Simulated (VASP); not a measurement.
A run of VASP 6.6.1:

Contents of POSCAR:

```
Ge
1.0
    0.0000000000      2.6640065102      2.6640065102
    2.6640065102      0.0000000000      2.6640065102
    2.6640065102      2.6640065102      0.0000000000
Ge
2
Direct
    1.0000000000      1.0000000000      1.0000000000
    0.2500000000      0.2500000000      0.2500000000
```

Contents of INCAR.step1:

```
PREC     = Accurate       # precision mode
ENCUT    = 550            # plane-wave cutoff, eV
ISMEAR   = -1             # smearing method
SIGMA    = 0.05           # smearing width, eV
LREAL    = F              # projectors in reciprocal space
LASPH    = T              # aspherical terms in the spheres
NELM     = 120            # most SCF steps
NBANDS   = 21             # bands
GGA      = PE             # functional
ALGO     = Normal         # electronic algorithm
EDIFF    = 1E-5           # SCF threshold, eV
LWAVE    = T              # write WAVECAR
LCHARG   = F              # write CHGCAR
GGA_COMPAT= F
```

Contents of INCAR.step2:

```
PREC     = Accurate       # precision mode
ENCUT    = 550            # plane-wave cutoff, eV
EDIFF    = 1E-6           # SCF threshold, eV
ISMEAR   = -1             # smearing method
SIGMA    = 0.05           # smearing width, eV
LREAL    = F              # projectors in reciprocal space
LASPH    = T              # aspherical terms in the spheres
NELM     = 120            # most SCF steps
ALGO     = Normal         # electronic algorithm
ISIF     = 2              # what is computed and relaxed
LWAVE    = F              # write WAVECAR
LCHARG   = F              # write CHGCAR
METAGGA  = R2SCAN         # meta-GGA
LMIXTAU  = T            
IVDW     = 12             # dispersion correction
VDW_S6   = 1.0          
VDW_S8   = 0.78981345   
VDW_A1   = 0.49484001   
VDW_A2   = 5.73083694   
NBANDS   = 21             # bands
ISTART   = 1            
GGA_COMPAT= F
```

Contents of KPOINTS:

```
regular mesh
0
Gamma
  5 5 5
```

Potentials or basis: VASP PAW PBE potentials, release 64 (Ge_d).

Launch:

```bash
$ cat potpaw_PBE.64/Ge_d/POTCAR > POTCAR
$ cp INCAR.step1 INCAR
$ mpirun -np 1 vasp_std > vasp.out
$ cp INCAR.step2 INCAR
$ mpirun -np 1 vasp_std > vasp.out
```

Hardware: 1 thread of Intel Xeon 8259CL (shared host).

Problem. Estimate the wall time of this run.

Solution. It took 76 s on 1 thread of Intel Xeon 8259CL, with other jobs on the host, peak memory 0.18 GiB. Counts: k points 10.
